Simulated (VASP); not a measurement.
# In3SbAs2 (P2) in VASP: a series of runs

The runs below take In3SbAs2 through single point, with PBE.

All numbers are computed with VASP 6.6.1; they aren't measurements. Logs are shortened: lines on timing, memory, paths and dates and some standing lists are left out, and cuts for length are marked.

## (1) The cell of the first run

The typed cell holds 6 atoms: a = 6.556 Å, b = 3.007 Å, c = 8.276 Å, α = 90.00°, β = 109.63°, γ = 90.00°.

## (2) Single point, PBE

INCAR

```
SYSTEM = In3SbAs2
PREC = Accurate ; ENCUT = 520
EDIFF = 1E-7 ; ISMEAR = 0
SIGMA = 0.1 ; LREAL = .False.
LASPH = .True. ; NELM = 80
ALGO = Normal ; ISIF = 2
LWAVE = .False. ; LCHARG = .True.
GGA = PE ; LELF = .True.
LVHAR = .True. ; NBANDS = 36
```

KPOINTS

```
regular mesh
0
Gamma
  6 12 6
  0 0 0
```

POSCAR

```
In3SbAs2
1.0
    6.5551461573      0.0000000000      0.1031702460
    0.0000000000      3.0072707989      0.0000000000
   -2.9017856558      0.0000000000      7.7500756756
In Sb As
3 1 2
Direct
    0.6542870439      0.0417604279      0.6862874307
    0.3457129561      0.0417604279      0.3137125693
    0.0000000000      0.5426499800      0.0000000000
    0.0000000000      0.0413790875      0.5000000000
    0.6712660417      0.0412250384      0.1556326686
    0.3287339583      0.0412250384      0.8443673314
```

Potentials or basis: VASP PAW PBE potentials, release 64 (In_d, Sb, As).

Started as:

```console
> cat potpaw_PBE.64/In_d/POTCAR potpaw_PBE.64/Sb/POTCAR potpaw_PBE.64/As/POTCAR > POTCAR
> mpirun -np 1 vasp_std > vasp.out
```

OUTCAR:

```text
SYSTEM = In3SbAs2
   PREC = Accurate
   ENCUT = 520
   EDIFF = 1E-7
   ISMEAR = 0
   LREAL = .False.
   LASPH = .True.
   NELM = 80
   ISIF = 2
   GGA = PE

 ion  position               nearest neighbor table
   1  0.654  0.042  0.686-   6 2.85   2 3.07   4 3.14   3 3.19   3 3.19
   2  0.346  0.042  0.314-   5 2.85   1 3.07   4 3.14   3 3.19   3 3.19
   3  0.000  0.543  0.000-   1 3.19   2 3.19   1 3.19   2 3.19   5 3.23   6 3.23   5 3.23   6 3.23

   4  0.000  0.041  0.500-   5 2.94   6 2.94   1 3.14   2 3.14
   5  0.671  0.041  0.156-   6 2.79   2 2.85   4 2.94   3 3.23   3 3.23
   6  0.329  0.041  0.844-   5 2.79   1 2.85   4 2.94   3 3.23   3 3.23

  LATTYP: Found a simple monoclinic cell.
 ALAT       =     6.5559579958
 B/A-ratio  =     0.4587080638
 C/A-ratio  =     1.2622881391
 COS(beta)  =    -0.3358663174

  Lattice vectors:

 A1 = (   6.5551461573,   0.0000000000,   0.1031702460)
 A2 = (   0.0000000000,   3.0072707989,   0.0000000000)
 A3 = (  -2.9017856558,   0.0000000000,   7.7500756756)

Analysis of symmetry for initial positions (statically):
=====================================================================
 Subroutine PRICEL returns:
 Original cell was already a primitive cell.

 Routine SETGRP: Setting up the symmetry group for a
 simple monoclinic supercell.

 Subroutine GETGRP returns: Found  2 space group operations
 (whereof  2 operations were pure point group operations)
 out of a pool of  4 trial point group operations.

The static configuration has the point symmetry C_2 .

Analysis of symmetry for dynamics (positions and initial velocities):
=====================================================================
 Subroutine PRICEL returns:
 Original cell was already a primitive cell.

 Routine SETGRP: Setting up the symmetry group for a
 simple monoclinic supercell.

 Subroutine GETGRP returns: Found  2 space group operations
 (whereof  2 operations were pure point group operations)
 out of a pool of  4 trial point group operations.

The dynamic configuration has the point symmetry C_2 .

 Subroutine INISYM returns: Found  2 space group operations
 (whereof  2 operations are pure point group operations),
 and found     1 'primitive' translations

----------------------------------------------------------------------------------------

                                     Primitive cell

  volume of cell :     153.6783

  direct lattice vectors                    reciprocal lattice vectors
     6.555146157  0.000000000  0.103170246     0.151658188  0.000000000  0.056783904
     0.000000000  3.007270799  0.000000000     0.000000000  0.332527420  0.000000000
    -2.901785656  0.000000000  7.750075676    -0.002018898  0.000000000  0.128275082

  length of vectors
     6.555957996  3.007270799  8.275508019     0.161940168  0.332527420  0.128290968

  position of ions in fractional coordinates (direct lattice)
     0.654287044  0.041760428  0.686287431
     0.345712956  0.041760428  0.313712569
     0.000000000  0.542649980  0.000000000
     1.000000000  0.041379087  0.500000000
     0.671266042  0.041225038  0.155632669
     0.328733958  0.041225038  0.844367331

  ion indices of the primitive-cell ions
   primitive index   ion index
                 1           1
                 2           2
                 3           3
                 4           4
                 5           5
                 6           6

----------------------------------------------------------------------------------------

 KPOINTS: regular mesh

Automatic generation of k-mesh.
 Grid dimensions read from file:
 generate k-points for:    6   12    6

 Generating k-lattice:

  Cartesian coordinates                     Fractional coordinates (reciprocal lattice)
     0.025276365  0.000000000  0.009463984     0.166666667  0.000000000 -0.000000000
     0.000000000  0.027710618  0.000000000     0.000000000  0.083333333  0.000000000
    -0.000336483  0.000000000  0.021379180     0.000000000  0.000000000  0.166666667

  Length of vectors
     0.026990028  0.027710618  0.021381828

  Shift w.r.t. Gamma in fractional coordinates (k-lattice)
     0.000000000  0.000000000  0.000000000

 Subroutine IBZKPT returns following result:
 ===========================================

 Found    140 irreducible k-points:

 Following reciprocal coordinates:
            Coordinates               Weight
  0.000000  0.000000  0.000000      1.000000
  0.166667  0.000000  0.000000      2.000000
  0.333333  0.000000  0.000000      2.000000
  0.500000  0.000000  0.000000      1.000000
  0.000000  0.083333  0.000000      2.000000
  0.166667  0.083333  0.000000      4.000000
[... 16 lines left out ...]
  0.333333  0.416667  0.000000      4.000000
  0.500000  0.416667  0.000000      2.000000
 [... further k-points ...]
   k-points           NKPTS =    140   k-points in BZ     NKDIM =    140   number of bands    NBANDS=     36
   number of dos      NEDOS =    301   number of ions     NIONS =      6
   total plane-waves  NPLWV =  76800
   dimension x,y,z NGX =    50 NGY =   24 NGZ =   64
   dimension x,y,z NGXF=   100 NGYF=   48 NGZF=  128
   ions per type =               3   1   2
   NGX,Y,Z   is equivalent  to a cutoff of  12.68, 13.27, 12.86 a.u.
   NGXF,Y,Z  is equivalent  to a cutoff of  25.36, 26.54, 25.71 a.u.
 SYSTEM =  In3SbAs2
   PREC   = accura    normal or accurate (medium, high low for compatibility)
   ISTART =      0    job   : 0-new  1-cont  2-samecut
   ICHARG =      2    charge: 1-file 2-atom 10-const
   ISPIN  =      1    spin polarized calculation?
   LNONCOLLINEAR =      F non collinear calculations
   LSORBIT =      F    spin-orbit coupling
   LASPH  =      T    aspherical Exc in radial PAW
   ENCUT  =  520.0 eV  38.22 Ry    6.18 a.u.  12.19  5.59 15.39*2*pi/ulx,y,z
   NELM   =     80;   NELMIN=  2; NELMDL= -5     # of ELM steps
   EDIFF  = 0.1E-06   stopping-criterion for ELM
   LREAL  =      F    real-space projection
   EDIFFG = 0.1E-05   stopping-criterion for IOM
   NSW    =      0    number of steps for IOM
   IBRION =     -1    ionic relax: 0-MD 1-quasi-New 2-CG
   NFREE  =      0    steps in history (QN), initial steepest desc. (CG)
   ISIF   =      2    stress and relaxation
   ISYM   =      2    0-nonsym 1-usesym 2-fastsym
   POTIM  = 0.5000    time-step for ionic-motion
   TEBEG  =    0.0;   TEEND  =   0.0 temperature during run
   PSTRESS=    0.0 pullay stress
   NELECT =      54.0000    total number of electrons
   NUPDOWN=      -1.0000    fix difference up-down
   EMIN   =  10.00;   EMAX   =-10.00  energy-range for DOS
   EFERMI =   0.00;   METHOD = LEGACY
   ISMEAR =     0;   SIGMA  =   0.10  broadening in eV -4-tet -1-fermi 0-gaus
   EFERMI_NEDOS =   21; number of points for ismear=-14 and -15
   IALGO  =     38    algorithm
   IMIX   =      4    mixing-type and parameters
     AMIX     =   0.40;   BMIX     =  1.00
     AMIX_MAG =   1.60;   BMIX_MAG =  1.00
  volume/ion in A,a.u.               =      25.61       172.85
  Fermi-wavevector in a.u.,A,eV,Ry     =   1.155230  2.183069 18.157749  1.334557
  Thomas-Fermi vector in A             =   2.291860
   LORBIT       =      0    0 simple, 1 ext, 2 COOP (PROOUT), +10 PAW based schemes
   GGA     = PE    functional components
   LHFCALC =     F    Hartree Fock is set to
   AEXX    =    0.0000 exact exchange contribution
   IVDW    =     0    specifies the selected vdW correction
   LEPSILON=     F    determine dielectric tensor
   LRPA    =     F    only Hartree local field effects (RPA)
 non-spin polarized calculation
 Gauss-broadening in eV      SIGMA  =   0.10
  energy-cutoff  :      520.00
  volume of cell :      153.68
 maximum number of plane-waves:      4170
 NGX is ok and might be reduce to    50
   NGX = 25   NGY = 11   NGZ = 31

 number of electron      53.9999999 magnetization

 Free energy of the ion-electron system (eV)
  ---------------------------------------------------
  ext. energy  EPLUGINS =         0.00000000
  ---------------------------------------------------
  free energy    TOTEN  =       -20.60567497 eV

  energy without entropy =      -20.59380734  energy(sigma->0) =      -20.59974115

 E-fermi :   6.4468     XC(G=0):  -9.9857

 val. band max:        6.4454471612   @ k =   0.0000   0.4167   0.3333
 cond. band min:       6.4687940234   @ k =   0.1667   0.0000   0.0000
 fundamental gap:      0.0233468621
 Fermi energy:         6.4467827990

 k-point     1 :       0.0000    0.0000    0.0000
  band No.  band energies     occupation
      1      -8.5549      2.00000
      2      -8.4443      2.00000
      3      -8.4167      2.00000
      4      -8.3395      2.00000
      5      -8.1689      2.00000
      6      -8.1174      2.00000
[... 28 lines left out ...]
     35      12.4735      0.00000
     36      13.5715      0.00000

 k-point     2 :       0.1667    0.0000    0.0000
  band No.  band energies     occupation
      1      -8.5505      2.00000
      2      -8.4562      2.00000
      3      -8.4104      2.00000
      4      -8.3229      2.00000
      5      -8.1820      2.00000
      6      -8.0994      2.00000
[... 28 lines left out ...]
     35      12.4736      0.00000
     36      12.5220      0.00000

 k-point     3 :       0.3333    0.0000    0.0000
  band No.  band energies     occupation
      1      -8.5391      2.00000
      2      -8.4768      2.00000
      3      -8.4020      2.00000
      4      -8.2808      2.00000
      5      -8.1995      2.00000
      6      -8.1450      2.00000
[... 28 lines left out ...]
     35      12.6164      0.00000
     36      14.0229      0.00000
[... 742 lines left out ...]
 k-point    23 :       0.3333    0.4167    0.0000
  band No.  band energies     occupation
      1      -8.4094      2.00000
      2      -8.3389      2.00000
      3      -8.2736      2.00000
      4      -8.2209      2.00000
      5      -8.1767      2.00000
      6      -8.1412      2.00000
[... 28 lines left out ...]
     35      10.3022      0.00000
     36      10.8364      0.00000

 k-point    24 :       0.5000    0.4167    0.0000
  band No.  band energies     occupation
      1      -8.4215      2.00000
      2      -8.3028      2.00000
      3      -8.2733      2.00000
      4      -8.2653      2.00000
      5      -8.1810      2.00000
      6      -8.1373      2.00000
[... 28 lines left out ...]
     35       9.7359      0.00000
     36      10.4386      0.00000

 [... further k-points ...]
[... 5 lines left out ...]
  --------------------------------------------------------------------------------------
  -------------------------------------------------------------------------------------
  Total        0.0073953     -0.0264177     -0.0033650      0.0000000      0.0000000     -0.0034158
  in kB        0.0770995     -0.2754187     -0.0350816      0.0000000      0.0000000     -0.0356116
  external PRESSURE =      -0.0778002 kB  Pullay stress =       0.0000000 kB

 VOLUME and BASIS-vectors are now :
 -----------------------------------------------------------------------------
  energy-cutoff  :      520.00
  volume of cell :      153.68
      direct lattice vectors                 reciprocal lattice vectors
     6.555146157  0.000000000  0.103170246     0.151658188  0.000000000  0.056783904
     0.000000000  3.007270799  0.000000000     0.000000000  0.332527420  0.000000000
    -2.901785656  0.000000000  7.750075676    -0.002018898  0.000000000  0.128275082

 POSITION                                       TOTAL-FORCE (eV/Angst)
 -----------------------------------------------------------------------------------
      2.29749      0.12558      5.38628         0.004905      0.000423     -0.007036
      1.35587      0.12558      2.46696        -0.004905      0.000423      0.007036
      0.00000      1.63190      0.00000         0.000000     -0.001322      0.000000
     -1.45089      0.12444      3.87504         0.000000      0.000074      0.000000
      3.94863      0.12397      1.27542         0.005589      0.000201      0.002475
     -0.29527      0.12397      6.57783        -0.005589      0.000201     -0.002475
 -----------------------------------------------------------------------------------
    total drift:                               -0.000000     -0.000064      0.000001

  FREE ENERGIE OF THE ION-ELECTRON SYSTEM (eV)
  ---------------------------------------------------
  free  energy   TOTEN  =       -20.6056749650 eV

  energy  without entropy=      -20.5938073360  energy(sigma->0) =      -20.59974115
```

Run time: 15 min. Hardware: 1 thread of Intel Xeon 8259CL, shared host; peak memory 0.77 GiB.

Results:

- Free energy: -20.6057 eV
- Pressure: 0.0 GPa
- Largest force: 0.009 eV/Å
- Band gap on the k mesh: zero (bands 27 and 28 overlap by 3.06 eV)

Forces on the atoms (eV/Å):
```
In   0.005  0.000 -0.007
In  -0.005  0.000  0.007
In   0.000 -0.001  0.000
Sb   0.000  0.000  0.000
As   0.006  0.000  0.002
As  -0.006  0.000 -0.002
```

Caveat: spin-orbit coupling is left out, which moves the levels of the heavy elements.

## (3) Single point, PBE

INCAR

```
PREC = Accurate
ENCUT = 520
EDIFF = 1E-6
ISMEAR = 0
SIGMA = 0.1
LREAL = False
LASPH = True
NELM = 60
ALGO = Normal
ISIF = 2
LWAVE = False
LCHARG = True
GGA = PE
LELF = True
LVHAR = True
NBANDS = 36
```

KPOINTS

```
regular mesh
0
Gamma
  6 12 6
```

POSCAR is that of step 2.

Potentials or basis: VASP PAW PBE potentials, release 64 (In_d, Sb, As).

Started as:

```console
> cat potpaw_PBE.64/In_d/POTCAR potpaw_PBE.64/Sb/POTCAR potpaw_PBE.64/As/POTCAR > POTCAR
> mpirun -np 1 vasp_std > vasp.out
```

It took 18 min on 1 thread of Intel Xeon 8259CL, shared host; peak memory 0.77 GiB.

The run converged. Its results:

| Quantity | Value |
| --- | --- |
| Free energy | -20.6057 eV |
| Pressure | 0.0 GPa |
| Largest force | 0.009 eV/Å |
| Band gap on the k mesh | zero (bands 27 and 28 overlap by 3.06 eV) |

Forces in eV/Å, atoms in the order of the input:
```
In   0.005  0.000 -0.007
In  -0.005  0.000  0.007
In   0.000 -0.001  0.000
Sb   0.000  0.000  0.000
As   0.006  0.000  0.002
As  -0.006  0.000 -0.002
```

Levels at points of the mesh, in eV from the Fermi level:
```tsv
k point	band 24	band 25	band 26	band 27	band 28	band 29	band 30	band 31
(0.00, 0.00, 0.00)	-2.75	-0.95	-0.77	0.80	1.31	3.15	3.84	3.98
(0.50, 0.00, 0.00)	-1.94	-1.92	-1.41	1.22	1.27	2.31	2.62	3.32
(0.00, 0.50, 0.00)	-2.51	-2.10	-2.04	-1.19	-1.00	-0.60	-0.55	1.34
(0.50, 0.50, 0.00)	-3.07	-2.46	-2.12	0.18	0.44	1.31	1.42	1.53
(0.00, 0.00, 0.50)	-3.42	-2.55	1.19	1.20	1.98	3.28	3.62	4.05
(0.50, 0.00, 0.50)	-2.38	-2.20	-0.79	0.26	1.42	1.49	3.26	4.27
(0.00, 0.50, 0.50)	-2.55	-1.99	-1.79	-1.43	-0.59	-0.57	0.54	1.54
(0.50, 0.50, 0.50)	-1.92	-1.85	-1.03	-0.80	-0.77	0.12	0.34	0.75
```

Caveat: spin-orbit coupling is left out, which moves the levels of the heavy elements.
